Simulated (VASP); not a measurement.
# ZnO2 (Pa-3) in VASP: further runs, part 2 of 2

VASP 6.6.1. The steps go on from the part before.

## Step 4: Single point, PBEsol

Contents of INCAR:

```
SYSTEM = ZnO2
  PREC = Accurate
  ENCUT = 520
  EDIFF = 1E-6
  ISMEAR = 0
  SIGMA = 0.05
  LREAL = .FALSE.
  LASPH = .TRUE.
  NELM = 80
  ALGO = Normal
  ISIF = 2
  LWAVE = .FALSE.
  LCHARG = .FALSE.
  GGA = PS
  NBANDS = 60
```

Contents of KPOINTS:

```
regular mesh
0
G
  6 6 6
  0 0 0
```

Contents of POSCAR:

```
ZnO2
1.0
    4.8687926729      0.0000000000      0.0000000000
    0.0000000000      4.8687926729      0.0000000000
    0.0000000000      0.0000000000      4.8687926729
Zn O
4 8
Direct
    0.0000000000      0.5000000000      0.5000000000
    0.5000000000      0.5000000000      0.0000000000
    0.5000000000      0.0000000000      0.5000000000
    0.0000000000      0.0000000000      0.0000000000
    0.4124792396      0.0875207604      0.9124792396
    0.0875207604      0.9124792396      0.4124792396
    0.9124792396      0.4124792396      0.0875207604
    0.5875207604      0.5875207604      0.5875207604
    0.4124792396      0.4124792396      0.4124792396
    0.0875207604      0.5875207604      0.9124792396
    0.9124792396      0.0875207604      0.5875207604
    0.5875207604      0.9124792396      0.0875207604
```

Potentials or basis: VASP PAW PBE potentials, release 64 (Zn, O).

Command:

```
cat potpaw_PBE.64/Zn/POTCAR potpaw_PBE.64/O/POTCAR > POTCAR
mpirun -np 1 vasp_std > vasp.out
```

OUTCAR:

```text
SYSTEM = ZnO2
   PREC = Accurate
   ENCUT = 520
   EDIFF = 1E-6
   ISMEAR = 0
   LREAL = .FALSE.
   LASPH = .TRUE.
   NELM = 80
   ISIF = 2
   GGA = PS

 ion  position               nearest neighbor table
   1  0.000  0.500  0.500-   6 2.10   8 2.10   9 2.10  11 2.10  10 2.10   7 2.10
   2  0.500  0.500  0.000-   5 2.10   7 2.10  10 2.10  12 2.10   8 2.10   9 2.10
   3  0.500  0.000  0.500-   6 2.10   8 2.10   9 2.10  11 2.10   5 2.10  12 2.10
   4  0.000  0.000  0.000-   5 2.10   7 2.10  10 2.10  12 2.10  11 2.10   6 2.10
   5  0.412  0.088  0.912-  12 1.48   4 2.10   2 2.10   3 2.10
   6  0.088  0.912  0.412-  11 1.48   3 2.10   1 2.10   4 2.10
   7  0.912  0.412  0.088-  10 1.48   4 2.10   2 2.10   1 2.10
   8  0.588  0.588  0.588-   9 1.48   3 2.10   1 2.10   2 2.10
   9  0.412  0.412  0.412-   8 1.48   3 2.10   1 2.10   2 2.10
  10  0.088  0.588  0.912-   7 1.48   4 2.10   2 2.10   1 2.10
  11  0.912  0.088  0.588-   6 1.48   3 2.10   1 2.10   4 2.10
  12  0.588  0.912  0.088-   5 1.48   4 2.10   2 2.10   3 2.10

  LATTYP: Found a simple cubic cell.
 ALAT       =     4.8687926729

  Lattice vectors:

 A1 = (   4.8687926729,   0.0000000000,   0.0000000000)
 A2 = (   0.0000000000,   4.8687926729,   0.0000000000)
 A3 = (   0.0000000000,   0.0000000000,   4.8687926729)

Analysis of symmetry for initial positions (statically):
=====================================================================
 Subroutine PRICEL returns:
 Original cell was already a primitive cell.

 Routine SETGRP: Setting up the symmetry group for a
 simple cubic supercell.

 Subroutine GETGRP returns: Found 24 space group operations
 (whereof  6 operations were pure point group operations)
 out of a pool of 48 trial point group operations.

The static configuration has the point symmetry S_6 .
 The point group associated with its full space group is T_h .

Analysis of symmetry for dynamics (positions and initial velocities):
=====================================================================
 Subroutine PRICEL returns:
 Original cell was already a primitive cell.

 Routine SETGRP: Setting up the symmetry group for a
 simple cubic supercell.

 Subroutine GETGRP returns: Found 24 space group operations
 (whereof  6 operations were pure point group operations)
 out of a pool of 48 trial point group operations.

The dynamic configuration has the point symmetry S_6 .
 The point group associated with its full space group is T_h .

 Subroutine INISYM returns: Found 24 space group operations
 (whereof  6 operations are pure point group operations),
 and found     1 'primitive' translations

----------------------------------------------------------------------------------------

                                     Primitive cell

  volume of cell :     115.4154

  direct lattice vectors                    reciprocal lattice vectors
     4.868792673  0.000000000  0.000000000     0.205389727  0.000000000  0.000000000
     0.000000000  4.868792673  0.000000000     0.000000000  0.205389727  0.000000000
     0.000000000  0.000000000  4.868792673     0.000000000  0.000000000  0.205389727

  length of vectors
     4.868792673  4.868792673  4.868792673     0.205389727  0.205389727  0.205389727
[... 59 lines left out ...]
  0.166667  0.000000  0.000000      6.000000
  0.333333  0.000000  0.000000      6.000000
  0.500000  0.000000  0.000000      3.000000
  0.166667  0.166667  0.000000     12.000000
  0.333333  0.166667  0.000000     12.000000
[... 16 lines left out ...]
  0.500000  0.500000  0.333333      6.000000
  0.500000  0.500000  0.500000      1.000000
   k-points           NKPTS =     24   k-points in BZ     NKDIM =     24   number of bands    NBANDS=     60
   number of dos      NEDOS =    301   number of ions     NIONS =     12
   total plane-waves  NPLWV =  46656
   dimension x,y,z NGX =    36 NGY =   36 NGZ =   36
   dimension x,y,z NGXF=    72 NGYF=   72 NGZF=   72
   ions per type =               4   8
   NGX,Y,Z   is equivalent  to a cutoff of  12.29, 12.29, 12.29 a.u.
   NGXF,Y,Z  is equivalent  to a cutoff of  24.58, 24.58, 24.58 a.u.
 SYSTEM =  ZnO2
   PREC   = accura    normal or accurate (medium, high low for compatibility)
   ISTART =      0    job   : 0-new  1-cont  2-samecut
   ICHARG =      2    charge: 1-file 2-atom 10-const
   ISPIN  =      1    spin polarized calculation?
   LNONCOLLINEAR =      F non collinear calculations
   LSORBIT =      F    spin-orbit coupling
   LASPH  =      T    aspherical Exc in radial PAW
   ENCUT  =  520.0 eV  38.22 Ry    6.18 a.u.   9.05  9.05  9.05*2*pi/ulx,y,z
   NELM   =     80;   NELMIN=  2; NELMDL= -5     # of ELM steps
   EDIFF  = 0.1E-05   stopping-criterion for ELM
   LREAL  =      F    real-space projection
[... 7 lines left out ...]
   TEBEG  =    0.0;   TEEND  =   0.0 temperature during run
   PSTRESS=    0.0 pullay stress
   NELECT =      96.0000    total number of electrons
   NUPDOWN=      -1.0000    fix difference up-down
   EMIN   =  10.00;   EMAX   =-10.00  energy-range for DOS
   EFERMI =   0.00;   METHOD = LEGACY
   ISMEAR =     0;   SIGMA  =   0.05  broadening in eV -4-tet -1-fermi 0-gaus
   EFERMI_NEDOS =   21; number of points for ismear=-14 and -15
   IALGO  =     38    algorithm
   IMIX   =      4    mixing-type and parameters
     AMIX     =   0.40;   BMIX     =  1.00
     AMIX_MAG =   1.60;   BMIX_MAG =  1.00
  volume/ion in A,a.u.               =       9.62        64.91
  Fermi-wavevector in a.u.,A,eV,Ry     =   1.539610  2.909440 32.251221  2.370398
  Thomas-Fermi vector in A             =   2.645813
   LORBIT       =      0    0 simple, 1 ext, 2 COOP (PROOUT), +10 PAW based schemes
   GGA     = PS    functional components
   LHFCALC =     F    Hartree Fock is set to
   AEXX    =    0.0000 exact exchange contribution
   IVDW    =     0    specifies the selected vdW correction
   LEPSILON=     F    determine dielectric tensor
   LRPA    =     F    only Hartree local field effects (RPA)
 non-spin polarized calculation
 Gauss-broadening in eV      SIGMA  =   0.05
  energy-cutoff  :      520.00
  volume of cell :      115.42
 maximum number of plane-waves:      3136
   NGX = 19   NGY = 19   NGZ = 19

 number of electron      96.0000080 magnetization

 Free energy of the ion-electron system (eV)
  ---------------------------------------------------
  ext. energy  EPLUGINS =         0.00000000
  ---------------------------------------------------
  free energy    TOTEN  =       -57.46518609 eV

  energy without entropy =      -57.46518609  energy(sigma->0) =      -57.46518609

 E-fermi :   3.4559     XC(G=0): -11.9449

 val. band max:        3.1443390494   @ k =   0.0000   0.0000   0.0000
 cond. band min:       5.3457089734   @ k =   0.1667   0.1667   0.1667
 fundamental gap:      2.2013699241
 Fermi energy:         3.4558625891

 k-point     1 :       0.0000    0.0000    0.0000
  band No.  band energies     occupation
      1     -19.5918      2.00000
      2     -18.8195      2.00000
      3     -18.8195      2.00000
      4     -18.8195      2.00000
      5     -12.8903      2.00000
      6     -12.8903      2.00000
[... 1501 lines left out ...]
     59      10.0875      0.00000
     60      10.0875      0.00000

------------------------ aborting loop because EDIFF is reached ----------------------------------------

  FORCE on cell =-STRESS in cart. coord.  units (eV):
  Direction    XX          YY          ZZ          XY          YZ          ZX
  --------------------------------------------------------------------------------------
  -------------------------------------------------------------------------------------
  Total        0.8013428      0.8013428      0.8013428      0.0000000      0.0000000     -0.0000000
  in kB       11.1241048     11.1241048     11.1241048      0.0000000      0.0000000     -0.0000000
  external PRESSURE =      11.1241048 kB  Pullay stress =       0.0000000 kB

 VOLUME and BASIS-vectors are now :
 -----------------------------------------------------------------------------
  energy-cutoff  :      520.00
  volume of cell :      115.42
      direct lattice vectors                 reciprocal lattice vectors
     4.868792673  0.000000000  0.000000000     0.205389727  0.000000000  0.000000000
     0.000000000  4.868792673  0.000000000     0.000000000  0.205389727  0.000000000
     0.000000000  0.000000000  4.868792673     0.000000000  0.000000000  0.205389727

 POSITION                                       TOTAL-FORCE (eV/Angst)
 -----------------------------------------------------------------------------------
      0.00000      2.43440      2.43440        -0.000000      0.000000      0.000000
      2.43440      2.43440      0.00000        -0.000000      0.000000      0.000000
      2.43440      0.00000      2.43440        -0.000000      0.000000      0.000000
      0.00000      0.00000      0.00000        -0.000000      0.000000      0.000000
      2.00828      0.42612      4.44267        -0.098013      0.098013     -0.098013
      0.42612      4.44267      2.00828         0.098013     -0.098013     -0.098013
      4.44267      2.00828      0.42612        -0.098013     -0.098013      0.098013
      2.86052      2.86052      2.86052         0.098013      0.098013      0.098013
      2.00828      2.00828      2.00828        -0.098013     -0.098013     -0.098013
      0.42612      2.86052      4.44267         0.098013      0.098013     -0.098013
      4.44267      0.42612      2.86052        -0.098013      0.098013      0.098013
      2.86052      4.44267      0.42612         0.098013     -0.098013      0.098013
 -----------------------------------------------------------------------------------
    total drift:                                0.000000      0.000000      0.000000

  FREE ENERGIE OF THE ION-ELECTRON SYSTEM (eV)
  ---------------------------------------------------
  free  energy   TOTEN  =       -57.4651860937 eV

  energy  without entropy=      -57.4651860937  energy(sigma->0) =      -57.46518609
```

Run time: 1.7 min. Hardware: 1 thread of Intel Xeon Platinum 8488C (Sapphire Rapids), shared host; peak memory 0.27 GiB.

What came out:

```
Free energy            : -57.4652 eV
Pressure               : 1.1 GPa
Largest force          : 0.170 eV/Å
Band gap on the k mesh : 2.20 eV (least direct gap 2.35 eV)
```

Forces in eV/Å, atoms in the order of the input:
```
Zn   0.000  0.000  0.000
Zn   0.000  0.000  0.000
Zn   0.000  0.000  0.000
Zn   0.000  0.000  0.000
O   -0.098  0.098 -0.098
O    0.098 -0.098 -0.098
O   -0.098 -0.098  0.098
O    0.098  0.098  0.098
O   -0.098 -0.098 -0.098
O    0.098  0.098 -0.098
O   -0.098  0.098  0.098
O    0.098 -0.098  0.098
```

Caveat: the PAW data sets were made with another functional, which shifts forces and pressure a little. A k mesh can miss the band edges.

## Step 5: Relaxation of cell and atoms, PBEsol

This run uses another cell than the first one, of 10.15 Å³/atom.

Contents of INCAR:

```
SYSTEM = ZnO2
  PREC = Accurate
  ENCUT = 600
  EDIFF = 1E-6
  ISMEAR = 0
  SIGMA = 0.1
  LREAL = .FALSE.
  LASPH = .TRUE.
  NELM = 100
  ALGO = Normal
  ISIF = 3
  LWAVE = .FALSE.
  LCHARG = .FALSE.
  GGA = PS
  IBRION = 2
  NSW = 100
  EDIFFG = -0.05
```

Contents of KPOINTS:

```
regular mesh
0
G
  4 4 4
  0 0 0
```

Contents of POSCAR:

```
ZnO2
1.0
    4.9573270000      0.0000000000      0.0000000000
    0.0000000000      4.9573270000      0.0000000000
    0.0000000000      0.0000000000      4.9573270000
Zn O
4 8
Direct
    0.0000000000      0.5000000000      0.5000000000
    0.5000000000      0.5000000000      0.0000000000
    0.5000000000      0.0000000000      0.5000000000
    0.0000000000      0.0000000000      0.0000000000
    0.4125830000      0.0874170000      0.9125830000
    0.0874170000      0.9125830000      0.4125830000
    0.9125830000      0.4125830000      0.0874170000
    0.5874170000      0.5874170000      0.5874170000
    0.4125830000      0.4125830000      0.4125830000
    0.0874170000      0.5874170000      0.9125830000
    0.9125830000      0.0874170000      0.5874170000
    0.5874170000      0.9125830000      0.0874170000
```

Command:

```
cat potpaw_PBE.64/Zn/POTCAR potpaw_PBE.64/O/POTCAR > POTCAR
mpirun -np 1 vasp_std > vasp.out
```

Run time: 4.8 min. Hardware: 1 thread of Intel Xeon Platinum 8488C (Sapphire Rapids), shared host; peak memory 0.28 GiB.

Results (log left out):

```yaml
Free_energy: -57.5049 eV
Relaxed_volume: 9.65 Å³/atom
Relaxed_cell: a = 4.874 Å, b = 4.874 Å, c = 4.874 Å, α = 90.00°, β = 90.00°, γ = 90.00°
Space_group_after_relaxing_to_0.1_Å: Pa-3 (No. 205)
Energy_gained_by_relaxing: 11.9 meV/atom
Ionic_steps: 5
Pressure_after_relaxing: 0.0 GPa
Largest_force_after_relaxing: 0.009 eV/Å
Band_gap_on_the_k_mesh: 2.21 eV (least direct gap 2.31 eV)
```

Forces on the atoms (eV/Å):
```
Zn   0.000  0.000  0.000
Zn   0.000  0.000  0.000
Zn   0.000  0.000  0.000
Zn   0.000  0.000  0.000
O   -0.005  0.005 -0.005
O    0.005 -0.005 -0.005
O   -0.005 -0.005  0.005
O    0.005  0.005  0.005
O   -0.005 -0.005 -0.005
O    0.005  0.005 -0.005
O   -0.005  0.005  0.005
O    0.005 -0.005  0.005
```

The path:
```
step  energy change (eV)  largest force (eV/Å)  pressure (GPa)  volume (Å³)
   1              0.0000                0.1778           -7.39       121.83
   2             -0.0826                0.7289            4.26       113.76
   3             -0.1289                0.3672           -0.59       116.65
   4             -0.1360                0.2402            0.53       115.16
   5             -0.1433                0.0089           -0.01       115.79
```

Final structure:
```
Zn O
1.0
     4.87405    0.00000    0.00000
     0.00000    4.87405    0.00000
     0.00000    0.00000    4.87405
Zn O
4 8
Direct
  0.00000 0.50000 0.50000
  0.50000 0.50000 0.00000
  0.50000 0.00000 0.50000
  0.00000 0.00000 0.00000
  0.41216 0.08784 0.91216
  0.08784 0.91216 0.41216
  0.91216 0.41216 0.08784
  0.58784 0.58784 0.58784
  0.41216 0.41216 0.41216
  0.08784 0.58784 0.91216
  0.91216 0.08784 0.58784
  0.58784 0.91216 0.08784
```

Levels at points of the mesh, in eV from the valence-band top:
```
           k point  band 45  band 46  band 47  band 48  band 49  band 50  band 51  band 52
(0.00, 0.00, 0.00)    -0.30    -0.30     0.00     0.00     2.91     3.16     3.16     3.16
(0.50, 0.00, 0.00)    -1.37    -1.37    -0.21    -0.21     2.41     2.41     3.18     3.18
(0.50, 0.50, 0.00)    -1.33    -1.33    -1.33    -1.33     2.87     2.87     2.87     2.87
(0.50, 0.50, 0.50)    -2.16    -2.16    -2.16    -2.16     3.44     3.44     3.44     3.44
```

Caveat: the PAW data sets were made with another functional, which shifts forces and pressure a little.

## Step 6: Summary

```tsv
task	cell	k mesh	cutoff (eV)	smearing	gap on the mesh (eV)	pressure (GPa)	largest force (eV/Å)
single point	a = 4.870 Å, 12 atoms, atomic positions A	4 × 4 × 4	520	gaussian 0.1 eV	2.24	0.9	0.14
single point	a = 4.869 Å, 12 atoms, atomic positions A	6 × 6 × 6	520	gaussian 0.02 eV	2.20	1.1	0.17
single point	a = 4.869 Å, 12 atoms, atomic positions A	6 × 6 × 6	520	gaussian 0.05 eV	2.20	1.1	0.17
relaxation of cell and atoms	relaxed from a = 4.957 Å, 12 atoms, atomic positions B	4 × 4 × 4	600	gaussian 0.1 eV	2.21	0.0	0.01
```

Alike in all rows: level PBEsol; potentials or basis VASP PAW PBE potentials, release 64 (Zn, O); no spin polarisation.

Caveats: the PAW data sets were made with another functional, which shifts forces and pressure a little.

Absolute energies hang on the potentials; compare differences alone.
